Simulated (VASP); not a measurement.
# As (Fm-3m) in VASP: further runs

Runs on As. Level: revPBE. Tasks: single point.

Everything below comes from runs of VASP 6.6.1. Logs are shortened: lines on timing, memory, paths and dates and some standing lists are left out, and cuts for length are marked.

## 1. The cell of the first run

It takes space group Fm-3m (No. 225, cubic). The conventional cell has a = 4.224 Å, b = 4.224 Å, c = 4.224 Å, α = 90.00°, β = 90.00°, γ = 90.00°. Within 3.9 Å of As (site symmetry m-3m) lie 12 As at 2.99 Å.

## 2. Single point, revPBE (volume scaled by 0.96)

Input file INCAR:

```
PREC     = Accurate       # precision mode
ENCUT    = 520            # plane-wave cutoff, eV
EDIFF    = 1E-6           # SCF threshold, eV
ISMEAR   = -1             # smearing method
SIGMA    = 0.1            # smearing width, eV
LREAL    = F              # projectors in reciprocal space
LASPH    = T              # aspherical terms in the spheres
NELM     = 60             # most SCF steps
ALGO     = Normal         # electronic algorithm
ISIF     = 2              # what is computed and relaxed
LWAVE    = F              # write WAVECAR
LCHARG   = T              # write CHGCAR
GGA      = RE             # functional
LELF     = T              # ELF
LVHAR    = T            
NBANDS   = 8              # bands
```

Input file KPOINTS:

```
Automatic mesh
0
Gamma
  14 14 14
```

Input file POSCAR:

```
As
1.0
    0.0000000000      2.1121377397      2.1121377397
    2.1121377397      0.0000000000      2.1121377397
    2.1121377397      2.1121377397      0.0000000000
As
1
Direct
    0.0000000000      0.0000000000      0.0000000000
```

Potentials or basis: VASP PAW PBE potentials, release 64 (As).

Launch:

```bash
$ cat potpaw_PBE.64/As/POTCAR > POTCAR
$ mpirun -np 1 vasp_std > vasp.out
```

OUTCAR:

```text
PREC = Accurate
   ENCUT = 520
   EDIFF = 1E-6
   ISMEAR = -1
   LREAL = F
   LASPH = T
   NELM = 60
   ISIF = 2
   GGA = RE

 ion  position               nearest neighbor table
   1  0.000  0.000  0.000-

  LATTYP: Found a face centered cubic cell.
 ALAT       =     4.2242754794

  Lattice vectors:

 A1 = (   0.0000000000,   2.1121377397,   2.1121377397)
 A2 = (   2.1121377397,   0.0000000000,   2.1121377397)
 A3 = (   2.1121377397,   2.1121377397,   0.0000000000)

Analysis of symmetry for initial positions (statically):
=====================================================================
 Subroutine PRICEL returns:
 Original cell was already a primitive cell.

 Routine SETGRP: Setting up the symmetry group for a
 face centered cubic supercell.

 Subroutine GETGRP returns: Found 48 space group operations
 (whereof 48 operations were pure point group operations)
 out of a pool of 48 trial point group operations.

The static configuration has the point symmetry O_h .

Analysis of symmetry for dynamics (positions and initial velocities):
=====================================================================
 Subroutine PRICEL returns:
 Original cell was already a primitive cell.

 Routine SETGRP: Setting up the symmetry group for a
 face centered cubic supercell.

 Subroutine GETGRP returns: Found 48 space group operations
 (whereof 48 operations were pure point group operations)
 out of a pool of 48 trial point group operations.

The dynamic configuration has the point symmetry O_h .

 Subroutine INISYM returns: Found 48 space group operations
 (whereof 48 operations are pure point group operations),
 and found     1 'primitive' translations

----------------------------------------------------------------------------------------

                                     Primitive cell

  volume of cell :      18.8450

  direct lattice vectors                    reciprocal lattice vectors
     0.000000000  2.112137740  2.112137740    -0.236726985  0.236726985  0.236726985
     2.112137740  0.000000000  2.112137740     0.236726985 -0.236726985  0.236726985
     2.112137740  2.112137740  0.000000000     0.236726985  0.236726985 -0.236726985

  length of vectors
     2.987013837  2.987013837  2.987013837     0.410023166  0.410023166  0.410023166

  position of ions in fractional coordinates (direct lattice)
     0.000000000  0.000000000  0.000000000

  ion indices of the primitive-cell ions
   primitive index   ion index
                 1           1

----------------------------------------------------------------------------------------

 KPOINTS: Automatic mesh

Automatic generation of k-mesh.
 Grid dimensions read from file:
 generate k-points for:   14   14   14

 Generating k-lattice:

  Cartesian coordinates                     Fractional coordinates (reciprocal lattice)
    -0.016909070  0.016909070  0.016909070     0.071428571  0.000000000  0.000000000
     0.016909070 -0.016909070  0.016909070     0.000000000  0.071428571  0.000000000
     0.016909070  0.016909070 -0.016909070     0.000000000  0.000000000  0.071428571

  Length of vectors
     0.029287369  0.029287369  0.029287369

  Shift w.r.t. Gamma in fractional coordinates (k-lattice)
     0.000000000  0.000000000  0.000000000

 Subroutine IBZKPT returns following result:
 ===========================================

 Found    104 irreducible k-points:

 Following reciprocal coordinates:
            Coordinates               Weight
  0.000000  0.000000  0.000000      1.000000
  0.071429  0.000000  0.000000      8.000000
  0.142857  0.000000  0.000000      8.000000
  0.214286  0.000000  0.000000      8.000000
  0.285714  0.000000  0.000000      8.000000
  0.357143  0.000000  0.000000      8.000000
[... 16 lines left out ...]
  0.214286  0.142857  0.000000     24.000000
  0.285714  0.142857  0.000000     24.000000
 [... further k-points ...]
   k-points           NKPTS =    104   k-points in BZ     NKDIM =    104   number of bands    NBANDS=      8
   number of dos      NEDOS =    301   number of ions     NIONS =      1
   total plane-waves  NPLWV =  13824
   dimension x,y,z NGX =    24 NGY =   24 NGZ =   24
   dimension x,y,z NGXF=    48 NGYF=   48 NGZF=   48
   ions per type =               1
   NGX,Y,Z   is equivalent  to a cutoff of  13.36, 13.36, 13.36 a.u.
   NGXF,Y,Z  is equivalent  to a cutoff of  26.71, 26.71, 26.71 a.u.
 SYSTEM =  unknown system
   PREC   = accura    normal or accurate (medium, high low for compatibility)
   ISTART =      0    job   : 0-new  1-cont  2-samecut
   ICHARG =      2    charge: 1-file 2-atom 10-const
   ISPIN  =      1    spin polarized calculation?
   LNONCOLLINEAR =      F non collinear calculations
   LSORBIT =      F    spin-orbit coupling
   LASPH  =      T    aspherical Exc in radial PAW
   ENCUT  =  520.0 eV  38.22 Ry    6.18 a.u.   5.55  5.55  5.55*2*pi/ulx,y,z
   NELM   =     60;   NELMIN=  2; NELMDL= -5     # of ELM steps
   EDIFF  = 0.1E-05   stopping-criterion for ELM
   LREAL  =      F    real-space projection
   EDIFFG = 0.1E-04   stopping-criterion for IOM
   NSW    =      0    number of steps for IOM
   IBRION =     -1    ionic relax: 0-MD 1-quasi-New 2-CG
   NFREE  =      0    steps in history (QN), initial steepest desc. (CG)
   ISIF   =      2    stress and relaxation
   ISYM   =      2    0-nonsym 1-usesym 2-fastsym
   POTIM  = 0.5000    time-step for ionic-motion
   TEBEG  =    0.0;   TEEND  =   0.0 temperature during run
   PSTRESS=    0.0 pullay stress
   NELECT =       5.0000    total number of electrons
   NUPDOWN=      -1.0000    fix difference up-down
   EMIN   =  10.00;   EMAX   =-10.00  energy-range for DOS
   EFERMI =   0.00;   METHOD = LEGACY
   ISMEAR =    -1;   SIGMA  =   0.10  broadening in eV -4-tet -1-fermi 0-gaus
   EFERMI_NEDOS =   21; number of points for ismear=-14 and -15
   IALGO  =     38    algorithm
   IMIX   =      4    mixing-type and parameters
     AMIX     =   0.40;   BMIX     =  1.00
     AMIX_MAG =   1.60;   BMIX_MAG =  1.00
  volume/ion in A,a.u.               =      18.85       127.17
  Fermi-wavevector in a.u.,A,eV,Ry     =   1.051960  1.987916 15.056480  1.106620
  Thomas-Fermi vector in A             =   2.187024
   LORBIT       =      0    0 simple, 1 ext, 2 COOP (PROOUT), +10 PAW based schemes
   GGA     = RE    functional components
   LHFCALC =     F    Hartree Fock is set to
   AEXX    =    0.0000 exact exchange contribution
   IVDW    =     0    specifies the selected vdW correction
   LEPSILON=     F    determine dielectric tensor
   LRPA    =     F    only Hartree local field effects (RPA)
 non-spin polarized calculation
  energy-cutoff  :      520.00
  volume of cell :       18.85
 maximum number of plane-waves:       531
 NGX is ok and might be reduce to    24
   NGX = 11   NGY = 11   NGZ = 11

 number of electron       5.0000000 magnetization

 Free energy of the ion-electron system (eV)
  ---------------------------------------------------
  ext. energy  EPLUGINS =         0.00000000
  ---------------------------------------------------
  free energy    TOTEN  =        -3.78858163 eV

  energy without entropy =       -3.76368961  energy(sigma->0) =       -3.77613562

 E-fermi :   6.8007     XC(G=0): -10.8033

 val. band max:        6.7898660646   @ k =  -0.3571   0.2143   0.0714
 cond. band min:       6.8248032375   @ k =  -0.4286   0.3571   0.1429
 fundamental gap:      0.0349371729
 Fermi energy:         6.8006659389

 k-point     1 :       0.0000    0.0000    0.0000
  band No.  band energies     occupation
      1      -8.5007      2.00000
      2      12.6052      0.00000
      3      12.6052      0.00000
      4      12.6052      0.00000
      5      19.1024      0.00000
      6      19.1024      0.00000
      7      19.1024      0.00000
      8      21.0186      0.00000

 k-point     2 :       0.0714    0.0000    0.0000
  band No.  band energies     occupation
      1      -8.3796      2.00000
      2      11.5992      0.00000
      3      12.4644      0.00000
      4      12.4644      0.00000
      5      18.5824      0.00000
      6      19.3681      0.00000
      7      19.3681      0.00000
      8      21.5353      0.00000

 k-point     3 :       0.1429    0.0000    0.0000
  band No.  band energies     occupation
      1      -8.0176      2.00000
      2       9.4244      0.00000
      3      12.1211      0.00000
      4      12.1211      0.00000
      5      17.8621      0.00000
      6      19.9299      0.00000
      7      19.9299      0.00000
      8      22.6641      0.00000

 k-point     4 :       0.2143    0.0000    0.0000
  band No.  band energies     occupation
      1      -7.4207      2.00000
      2       6.9770      0.29262
      3      11.7174      0.00000
      4      11.7174      0.00000
      5      17.2973      0.00000
      6      19.9737      0.00000
      7      19.9737      0.00000
      8      22.9962      0.00000

 k-point     5 :       0.2857    0.0000    0.0000
  band No.  band energies     occupation
      1      -6.6036      2.00000
      2       4.5976      2.00000
      3      11.3530      0.00000
      4      11.3530      0.00000
      5      16.9105      0.00000
      6      19.3153      0.00000
      7      19.3153      0.00000
      8      22.0384      0.00000

 k-point     6 :       0.3571    0.0000    0.0000
  band No.  band energies     occupation
      1      -5.6070      2.00000
      2       2.4418      2.00000
      3      11.0770      0.00000
      4      11.0770      0.00000
      5      16.6827      0.00000
      6      18.6362      0.00000
      7      18.6362      0.00000
      8      21.1558      0.00000

 k-point     7 :       0.4286    0.0000    0.0000
  band No.  band energies     occupation
      1      -4.5682      2.00000
      2       0.6941      2.00000
      3      10.9082      0.00000
      4      10.9082      0.00000
      5      16.5763      0.00000
      6      18.1855      0.00000
      7      18.1855      0.00000
      8      20.5751      0.00000
[... 133 lines left out ...]
 k-point    20 :      -0.1429    0.0714    0.0000
  band No.  band energies     occupation
      1      -7.7375      2.00000
      2       8.6198      0.00000
      3      10.6946      0.00000
      4      12.4207      0.00000
      5      18.0573      0.00000
      6      19.7967      0.00000
      7      20.2023      0.00000
      8      21.8468      0.00000

 k-point    21 :      -0.0714    0.0714    0.0000
  band No.  band energies     occupation
      1      -8.1781      2.00000
      2      10.6745      0.00000
      3      11.4522      0.00000
      4      12.5990      0.00000
      5      18.2946      0.00000
      6      19.4088      0.00000
      7      19.8893      0.00000
      8      22.1075      0.00000

 k-point    22 :       0.1429    0.1429    0.0000
  band No.  band energies     occupation
      1      -7.8560      2.00000
      2      10.5085      0.00000
      3      10.9127      0.00000
      4      10.9127      0.00000
      5      16.2796      0.00000
      6      19.3088      0.00000
      7      21.6065      0.00000
      8      21.6065      0.00000

 k-point    23 :       0.2143    0.1429    0.0000
  band No.  band energies     occupation
      1      -7.4165      2.00000
      2       8.6457      0.00000
      3      10.3507      0.00000
      4      10.7205      0.00000
      5      16.0223      0.00000
      6      18.1027      0.00000
      7      21.8940      0.00000
      8      22.3981      0.00000

 k-point    24 :       0.2857    0.1429    0.0000
  band No.  band energies     occupation
      1      -6.7473      2.00000
      2       6.3823      1.96998
      3       9.9352      0.00000
      4      10.2091      0.00000
      5      16.0059      0.00000
      6      17.9567      0.00000
      7      21.7153      0.00000
      8      22.2257      0.00000

 [... further k-points ...]
[... 5 lines left out ...]
  --------------------------------------------------------------------------------------
  -------------------------------------------------------------------------------------
  Total        0.3795791      0.3795791      0.3795791     -0.0000000      0.0000000     -0.0000000
  in kB       32.2712777     32.2712777     32.2712777     -0.0000000      0.0000000     -0.0000000
  external PRESSURE =      32.2712777 kB  Pullay stress =       0.0000000 kB

 VOLUME and BASIS-vectors are now :
 -----------------------------------------------------------------------------
  energy-cutoff  :      520.00
  volume of cell :       18.85
      direct lattice vectors                 reciprocal lattice vectors
     0.000000000  2.112137740  2.112137740    -0.236726985  0.236726985  0.236726985
     2.112137740  0.000000000  2.112137740     0.236726985 -0.236726985  0.236726985
     2.112137740  2.112137740  0.000000000     0.236726985  0.236726985 -0.236726985

 POSITION                                       TOTAL-FORCE (eV/Angst)
 -----------------------------------------------------------------------------------
      0.00000      0.00000      0.00000         0.000000      0.000000     -0.000000
 -----------------------------------------------------------------------------------
    total drift:                                0.000000     -0.000000     -0.000000

  FREE ENERGIE OF THE ION-ELECTRON SYSTEM (eV)
  ---------------------------------------------------
  free  energy   TOTEN  =        -3.7885816305 eV

  energy  without entropy=       -3.7636896060  energy(sigma->0) =       -3.77613562
```

It took 4.8 s on 1 thread of Intel Xeon 6975P-C (Granite Rapids), shared host; peak memory 0.14 GiB.

What came out:

```yaml
Free_energy: -3.7886 eV
Pressure: 3.2 GPa
```

Caveat: the cell differs from its parent crystal (volume scaled by 0.96); the PAW data sets were made with another functional, which shifts forces and pressure a little.

## 3. Single point, revPBE

This run uses another cell than the first one, of 19.63 Å³/atom, 1.042 times its volume.

Input file INCAR:

```
SYSTEM = As
PREC = Accurate
ENCUT = 520
EDIFF = 1E-6
ISMEAR = -1
SIGMA = 0.1
LREAL = .FALSE.
LASPH = .TRUE.
NELM = 100
ALGO = Normal
ISIF = 2
LWAVE = .FALSE.
LCHARG = .FALSE.
GGA = RE
NBANDS = 8
```

Input file KPOINTS:

```
Automatic mesh
0
G
  14 14 14
  0 0 0
```

Input file POSCAR:

```
As
1.0
    0.0000000000      2.1410747292      2.1410747292
    2.1410747292      0.0000000000      2.1410747292
    2.1410747292      2.1410747292      0.0000000000
As
1
Direct
    0.0000000000      0.0000000000      0.0000000000
```

Potentials or basis: VASP PAW PBE potentials, release 64 (As).

Launch:

```bash
$ cat potpaw_PBE.64/As/POTCAR > POTCAR
$ mpirun -np 1 vasp_std > vasp.out
```

OUTCAR:

```text
SYSTEM = As
   PREC = Accurate
   ENCUT = 520
   EDIFF = 1E-6
   ISMEAR = -1
   LREAL = .FALSE.
   LASPH = .TRUE.
   NELM = 100
   ISIF = 2
   GGA = RE

 ion  position               nearest neighbor table
   1  0.000  0.000  0.000-

  LATTYP: Found a face centered cubic cell.
 ALAT       =     4.2821494584

  Lattice vectors:

 A1 = (   0.0000000000,   2.1410747292,   2.1410747292)
 A2 = (   2.1410747292,   0.0000000000,   2.1410747292)
 A3 = (   2.1410747292,   2.1410747292,   0.0000000000)

Analysis of symmetry for initial positions (statically):
[... 434 lines left out ...]
      3       9.3273      0.00000
      4       9.5552      0.00000
      5      15.4648      0.00000
      6      17.3338      0.00000
      7      20.8756      0.00000
      8      21.4452      0.00000

 [... further k-points ...]
[... 5 lines left out ...]
  --------------------------------------------------------------------------------------
  -------------------------------------------------------------------------------------
  Total       -0.0154109     -0.0154109     -0.0154109     -0.0000000      0.0000000     -0.0000000
  in kB       -1.2578084     -1.2578084     -1.2578084     -0.0000000      0.0000000     -0.0000000
  external PRESSURE =      -1.2578084 kB  Pullay stress =       0.0000000 kB

 VOLUME and BASIS-vectors are now :
 -----------------------------------------------------------------------------
  energy-cutoff  :      520.00
  volume of cell :       19.63
      direct lattice vectors                 reciprocal lattice vectors
     0.000000000  2.141074729  2.141074729    -0.233527580  0.233527580  0.233527580
     2.141074729  0.000000000  2.141074729     0.233527580 -0.233527580  0.233527580
     2.141074729  2.141074729  0.000000000     0.233527580  0.233527580 -0.233527580

 POSITION                                       TOTAL-FORCE (eV/Angst)
 -----------------------------------------------------------------------------------
      0.00000      0.00000      0.00000         0.000000      0.000000      0.000000
 -----------------------------------------------------------------------------------
    total drift:                                0.000000     -0.000000     -0.000000

  FREE ENERGIE OF THE ION-ELECTRON SYSTEM (eV)
  ---------------------------------------------------
  free  energy   TOTEN  =        -3.7958892449 eV

  energy  without entropy=       -3.7695651287  energy(sigma->0) =       -3.78272719
```

stdout:

```text
POSCAR found type information on POSCAR As
 POSCAR found :  1 types and       1 ions
 scaLAPACK will be used
 -----------------------------------------------------------------------------
|                                                                             |
|                                                                             |
|     You enforced a specific xc type in the INCAR file but a different       |
|     I HOPE YOU KNOW WHAT YOU ARE DOING!                                     |
|                                                                             |
 -----------------------------------------------------------------------------

 LDA part: xc-table for (Slater+PW92), standard interpolation
 POSCAR, INCAR and KPOINTS ok, starting setup
 FFT: planning ... GRIDC
 FFT: planning ... GRID_SOFT
 FFT: planning ... GRID
 WAVECAR not read
 entering main loop
```

It took 4.7 s on 1 thread of Intel Xeon 6975P-C (Granite Rapids), shared host; peak memory 0.14 GiB.

What came out:

```yaml
Free_energy: -3.7959 eV
Pressure: -0.1 GPa
```

Caveat: the PAW data sets were made with another functional, which shifts forces and pressure a little.
